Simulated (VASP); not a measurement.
# Li27H26Br (a cell with a defect) in VASP: notebook

Runs on Li27H26Br (a cell with a defect). Level: PBE. Tasks: electric field gradients.

Everything below comes from runs of VASP 6.6.1. Logs are shortened: lines on timing, memory, paths and dates and some standing lists are left out, and cuts for length are marked.

## Step 1: The cell of the first run

The cell holds a defect, 54 atoms: a = 8.641 Å, b = 8.641 Å, c = 8.641 Å, α = 60.00°, β = 60.00°, γ = 60.00°.

## Step 2: Electric field gradients, PBE

INCAR reads:

```
PREC = Accurate ; ENCUT = 520
EDIFF = 1E-8 ; ISMEAR = -1
SIGMA = 0.01 ; LREAL = Auto
LASPH = T ; NELM = 80
ALGO = Normal ; ISIF = 2
LWAVE = F ; LCHARG = F
GGA = PE ; LEFG = T
NBANDS = 90
```

KPOINTS reads:

```
Automatic mesh
0
Gamma
  3 3 3
```

POSCAR reads:

```
Li27H26Br
1.0
    0.0000000000      6.1102500000      6.1102500000
    6.1102500000      0.0000000000      6.1102500000
    6.1102500000      6.1102500000      0.0000000000
Li Br H
27 1 26
Direct
    0.0000000000      0.0000000000      0.0000000000
    0.0000000000      0.0000000000      0.3333333333
    0.0000000000      0.0000000000      0.6666666667
    0.0000000000      0.3333333333      0.0000000000
    0.0000000000      0.3333333333      0.3333333333
    0.0000000000      0.3333333333      0.6666666667
    0.0000000000      0.6666666667      0.0000000000
    0.0000000000      0.6666666667      0.3333333333
    0.0000000000      0.6666666667      0.6666666667
    0.3333333333      0.0000000000      0.0000000000
    0.3333333333      0.0000000000      0.3333333333
    0.3333333333      0.0000000000      0.6666666667
    0.3333333333      0.3333333333      0.0000000000
    0.3333333333      0.3333333333      0.3333333333
    0.3333333333      0.3333333333      0.6666666667
    0.3333333333      0.6666666667      0.0000000000
    0.3333333333      0.6666666667      0.3333333333
    0.3333333333      0.6666666667      0.6666666667
    0.6666666667      0.0000000000      0.0000000000
    0.6666666667      0.0000000000      0.3333333333
    0.6666666667      0.0000000000      0.6666666667
    0.6666666667      0.3333333333      0.0000000000
    0.6666666667      0.3333333333      0.3333333333
    0.6666666667      0.3333333333      0.6666666667
    0.6666666667      0.6666666667      0.0000000000
    0.6666666667      0.6666666667      0.3333333333
    0.6666666667      0.6666666667      0.6666666667
    0.1666666667      0.1666666667      0.1666666667
    0.1666666667      0.1666666667      0.5000000000
    0.1666666667      0.1666666667      0.8333333333
    0.1666666667      0.5000000000      0.1666666667
    0.1666666667      0.5000000000      0.5000000000
    0.1666666667      0.5000000000      0.8333333333
    0.1666666667      0.8333333333      0.1666666667
    0.1666666667      0.8333333333      0.5000000000
    0.1666666667      0.8333333333      0.8333333333
    0.5000000000      0.1666666667      0.1666666667
    0.5000000000      0.1666666667      0.5000000000
    0.5000000000      0.1666666667      0.8333333333
    0.5000000000      0.5000000000      0.1666666667
    0.5000000000      0.5000000000      0.5000000000
    0.5000000000      0.5000000000      0.8333333333
    0.5000000000      0.8333333333      0.1666666667
    0.5000000000      0.8333333333      0.5000000000
    0.5000000000      0.8333333333      0.8333333333
    0.8333333333      0.1666666667      0.1666666667
    0.8333333333      0.1666666667      0.5000000000
    0.8333333333      0.1666666667      0.8333333333
    0.8333333333      0.5000000000      0.1666666667
    0.8333333333      0.5000000000      0.5000000000
    0.8333333333      0.5000000000      0.8333333333
    0.8333333333      0.8333333333      0.1666666667
    0.8333333333      0.8333333333      0.5000000000
    0.8333333333      0.8333333333      0.8333333333
```

Potentials or basis: VASP PAW PBE potentials, release 64 (Li_sv, Br, H).

On the command line:

```bash
cat potpaw_PBE.64/Li_sv/POTCAR potpaw_PBE.64/Br/POTCAR potpaw_PBE.64/H/POTCAR > POTCAR
mpirun -np 1 vasp_std > vasp.out
```

OUTCAR:

```text
PREC = Accurate
   ENCUT = 520
   EDIFF = 1E-8
   ISMEAR = -1
   LREAL = Auto
   LASPH = T
   NELM = 80
   ISIF = 2
   GGA = PE

 ion  position               nearest neighbor table
   1  0.000  0.000  0.000-
   2  0.000  0.000  0.333-  28 2.04
   3  0.000  0.000  0.667-
   4  0.000  0.333  0.000-  28 2.04
   5  0.000  0.333  0.333-  28 2.04
   6  0.000  0.333  0.667-
   7  0.000  0.667  0.000-
   8  0.000  0.667  0.333-
   9  0.000  0.667  0.667-
  10  0.333  0.000  0.000-  28 2.04
  11  0.333  0.000  0.333-  28 2.04
  12  0.333  0.000  0.667-
  13  0.333  0.333  0.000-  28 2.04
  14  0.333  0.333  0.333-
  15  0.333  0.333  0.667-
  16  0.333  0.667  0.000-
  17  0.333  0.667  0.333-
  18  0.333  0.667  0.667-
  19  0.667  0.000  0.000-
  20  0.667  0.000  0.333-
  21  0.667  0.000  0.667-
  22  0.667  0.333  0.000-
  23  0.667  0.333  0.333-
  24  0.667  0.333  0.667-
  25  0.667  0.667  0.000-
  26  0.667  0.667  0.333-
  27  0.667  0.667  0.667-
  28  0.167  0.167  0.167-   5 2.04  11 2.04  13 2.04  10 2.04   4 2.04   2 2.04
  29  0.167  0.167  0.500-
  30  0.167  0.167  0.833-
  31  0.167  0.500  0.167-
  32  0.167  0.500  0.500-
  33  0.167  0.500  0.833-
  34  0.167  0.833  0.167-
[... 18 lines left out ...]
  53  0.833  0.833  0.500-
  54  0.833  0.833  0.833-

  LATTYP: Found a face centered cubic cell.
 ALAT       =    12.2205000000

  Lattice vectors:

 A1 = (   0.0000000000,   6.1102500000,   6.1102500000)
 A2 = (   6.1102500000,   0.0000000000,   6.1102500000)
 A3 = (   6.1102500000,   6.1102500000,   0.0000000000)

Analysis of symmetry for initial positions (statically):
=====================================================================
 Subroutine PRICEL returns:
 Original cell was already a primitive cell.

 Routine SETGRP: Setting up the symmetry group for a
 face centered cubic supercell.

 Subroutine GETGRP returns: Found 48 space group operations
[... 256 lines left out ...]
 k-point     1 :       0.0000    0.0000    0.0000
  band No.  band energies     occupation
      1     -44.3528      2.00000
      2     -44.3310      2.00000
      3     -44.3310      2.00000
      4     -44.3310      2.00000
      5     -44.3205      2.00000
      6     -44.3205      2.00000
[... 277 lines left out ...]
     68       5.5531      0.00000
     69       5.6757      0.00000
 [bands above 69 left out]

------------------------ aborting loop because EDIFF is reached ----------------------------------------

  FORCE on cell =-STRESS in cart. coord.  units (eV):
  Direction    XX          YY          ZZ          XY          YZ          ZX
  --------------------------------------------------------------------------------------
  -------------------------------------------------------------------------------------
  Total        7.9591084      7.9591084      7.9591084     -0.0000000     -0.0000000      0.0000000
  in kB       27.9491154     27.9491154     27.9491154     -0.0000000     -0.0000000      0.0000000
  external PRESSURE =      27.9491154 kB  Pullay stress =       0.0000000 kB

 VOLUME and BASIS-vectors are now :
 -----------------------------------------------------------------------------
  energy-cutoff  :      520.00
  volume of cell :      456.25
      direct lattice vectors                 reciprocal lattice vectors
     0.000000000  6.110250000  6.110250000    -0.081829712  0.081829712  0.081829712
     6.110250000  0.000000000  6.110250000     0.081829712 -0.081829712  0.081829712
     6.110250000  6.110250000  0.000000000     0.081829712  0.081829712 -0.081829712

 POSITION                                       TOTAL-FORCE (eV/Angst)
 -----------------------------------------------------------------------------------
      0.00000      0.00000      0.00000        -0.035404     -0.035404     -0.035404
      2.03675      2.03675      0.00000        -0.000000     -0.000000     -2.738966
      4.07350      4.07350      0.00000         0.035404      0.035404     -0.035404
      2.03675      0.00000      2.03675        -0.000000     -2.738966      0.000000
      4.07350      2.03675      2.03675         2.738966     -0.000000      0.000000
      6.11025      4.07350      2.03675         0.009475     -0.009475      0.000000
[... 46 lines left out ...]
      8.14700      8.14700     10.18375        -0.000000     -0.000000     -0.022990
     10.18375     10.18375     10.18375         0.003516      0.003516      0.003516
 -----------------------------------------------------------------------------------
    total drift:                                0.000019      0.000019      0.000019

  FREE ENERGIE OF THE ION-ELECTRON SYSTEM (eV)
  ---------------------------------------------------
  free  energy   TOTEN  =      -161.7719144705 eV

  energy  without entropy=     -161.7719144705  energy(sigma->0) =     -161.77191447

 Electric field gradients (V/A^2)
---------------------------------------------------------------------
 ion       V_xx      V_yy      V_zz      V_xy      V_xz      V_yz
---------------------------------------------------------------------
   1       0.000    -0.000    -0.000     0.030     0.030     0.030
   2      -1.081    -1.081     2.163     0.008     0.003     0.003
   3      -0.001    -0.001     0.002     0.031    -0.019    -0.019
   4      -1.081     2.163    -1.081     0.003     0.008     0.003
   5       2.157    -1.079    -1.079     0.005     0.005    -0.001
   6      -0.016    -0.010     0.025     0.033     0.006    -0.000
[... 46 lines left out ...]
  53       0.001     0.001    -0.002    -0.000    -0.001    -0.001
  54       0.000    -0.000    -0.000    -0.008    -0.008    -0.008
---------------------------------------------------------------------

 Electric field gradients after diagonalization (V/A^2)
 (convention: |V_zz| > |V_xx| > |V_yy|)
----------------------------------------------------------------------
 ion       V_xx      V_yy      V_zz     asymmetry (V_yy - V_xx)/ V_zz
----------------------------------------------------------------------
   1      -0.030    -0.030     0.061       0.000
   2      -1.090    -1.073     2.163       0.008
   3      -0.032    -0.014     0.046       0.393
   4      -1.090    -1.073     2.163       0.008
   5      -1.079    -1.078     2.157       0.000
   6       0.028     0.019    -0.046       0.187
[... 46 lines left out ...]
  53       0.002     0.001    -0.003       0.179
  54       0.008     0.008    -0.017       0.000
----------------------------------------------------------------------

           NMR quadrupolar parameters

 Cq : quadrupolar parameter    Cq=e*Q*V_zz/h
 eta: asymmetry parameters     (V_yy - V_xx)/ V_zz
 Q  : nuclear electric quadrupole moment in mb (millibarn)
----------------------------------------------------------------------
 ion       Cq(MHz)       eta       Q (mb)
----------------------------------------------------------------------
   1       0.000       0.000       1.000
   2       0.005       0.008       1.000
   3       0.000       0.393       1.000
   4       0.005       0.008       1.000
   5       0.005       0.000       1.000
   6      -0.000       0.187       1.000
[... 46 lines left out ...]
  53      -0.000       0.179       1.000
  54      -0.000       0.000       1.000
----------------------------------------------------------------------
```

Wall time 11 min (1 thread of AMD EPYC 7R13 (Zen 3), shared host); peak memory 0.56 GiB.

Results:

```yaml
Free_energy: -161.7719 eV
Largest_force: 2.739 eV/Å
Band_gap_on_the_k_mesh: 3.62 eV
Largest_electric_field_gradient_by_atom: Li +0.1, +2.2, +0.0, -0.0 (each value once); Br +0.0; H +0.2, -0.0 (each value once) V/Å²
```

Forces on the atoms (eV/Å):
```
Li  -0.035 -0.035 -0.035
Li   0.000  0.000 -2.739
Li   0.035  0.035 -0.035
Li   0.000 -2.739  0.000
Li   2.739  0.000  0.000
Li   0.009 -0.009  0.000
Li   0.035 -0.035  0.035
Li   0.009  0.000 -0.009
Li   0.000 -0.009 -0.009
Li  -2.739  0.000  0.000
Li   0.000  2.739  0.000
Li  -0.009  0.009  0.000
Li   0.000  0.000  2.739
Li   0.035  0.035  0.035
Li  -0.035 -0.035  0.035
Li  -0.009  0.000  0.009
Li  -0.035  0.035 -0.035
Li   0.000  0.009  0.009
Li  -0.035  0.035  0.035
Li   0.000  0.009 -0.009
Li  -0.009  0.000 -0.009
Li   0.000 -0.009  0.009
Li   0.035 -0.035 -0.035
Li   0.009  0.000  0.009
Li  -0.009 -0.009  0.000
Li   0.009  0.009  0.000
Li   0.000  0.000  0.000
Br   0.000  0.000  0.000
H    0.083  0.083  0.000
H   -0.083 -0.083  0.000
H    0.083  0.000  0.083
H   -0.004  0.004  0.004
H    0.000 -0.083  0.083
H   -0.083  0.000 -0.083
H    0.000  0.083 -0.083
H    0.004 -0.004 -0.004
H    0.000  0.083  0.083
H    0.004 -0.004  0.004
H   -0.083  0.000  0.083
H    0.004  0.004 -0.004
H   -0.004 -0.004 -0.004
H    0.000  0.000  0.023
H   -0.083  0.083  0.000
H    0.000  0.023  0.000
H   -0.023  0.000  0.000
H    0.000 -0.083 -0.083
H    0.083  0.000 -0.083
H   -0.004  0.004 -0.004
H    0.083 -0.083  0.000
H    0.023  0.000  0.000
H    0.000 -0.023  0.000
H   -0.004 -0.004  0.004
H    0.000  0.000 -0.023
H    0.004  0.004  0.004
```

Electric field gradients, principal values (V/Å²):
```tsv
atom	least	middle	greatest (by size)
1 Li	-0.030	-0.030	0.061
2 Li	-1.073	-1.090	2.163
3 Li	-0.014	-0.032	0.046
4 Li	-1.073	-1.090	2.163
5 Li	-1.078	-1.079	2.157
6 Li	0.019	0.028	-0.046
7 Li	-0.014	-0.032	0.046
8 Li	0.019	0.028	-0.046
9 Li	0.018	0.021	-0.039
10 Li	-1.073	-1.090	2.163
11 Li	-1.078	-1.079	2.157
12 Li	0.019	0.028	-0.046
13 Li	-1.078	-1.079	2.157
14 Li	-0.024	-0.024	0.048
15 Li	-0.019	-0.025	0.044
16 Li	0.019	0.028	-0.046
17 Li	-0.019	-0.025	0.044
18 Li	0.013	0.024	-0.037
19 Li	-0.014	-0.032	0.046
20 Li	0.019	0.028	-0.046
21 Li	0.018	0.021	-0.039
22 Li	0.019	0.028	-0.046
23 Li	-0.019	-0.025	0.044
24 Li	0.013	0.024	-0.037
25 Li	0.018	0.021	-0.039
26 Li	0.013	0.024	-0.037
27 Li	-0.002	-0.002	0.003
28 Br	0.000	0.000	0.000
29 H	-0.047	-0.124	0.171
30 H	-0.047	-0.124	0.171
31 H	-0.047	-0.124	0.171
32 H	0.006	0.010	-0.017
33 H	-0.047	-0.125	0.172
34 H	-0.047	-0.124	0.171
35 H	-0.047	-0.125	0.172
36 H	0.008	0.008	-0.016
37 H	-0.047	-0.124	0.171
38 H	0.006	0.010	-0.017
39 H	-0.047	-0.125	0.172
40 H	0.006	0.010	-0.017
41 H	0.009	0.009	-0.019
42 H	0.000	0.003	-0.004
43 H	-0.047	-0.125	0.172
44 H	0.000	0.003	-0.004
45 H	0.001	0.002	-0.003
46 H	-0.047	-0.124	0.171
47 H	-0.047	-0.125	0.172
48 H	0.008	0.008	-0.016
49 H	-0.047	-0.125	0.172
50 H	0.000	0.003	-0.004
51 H	0.001	0.002	-0.003
52 H	0.008	0.008	-0.016
53 H	0.001	0.002	-0.003
54 H	0.008	0.008	-0.017
```

Caveat: the cutoff is under 1.25 times the usual one of these potentials, so pressure, stress and relaxed cells hold a basis-set (Pulay) error; without QUAD_EFG the Cq values of the log hold for a quadrupole moment of 1 mb, not for the nuclei.

(Part 1 of 2 ends here.)
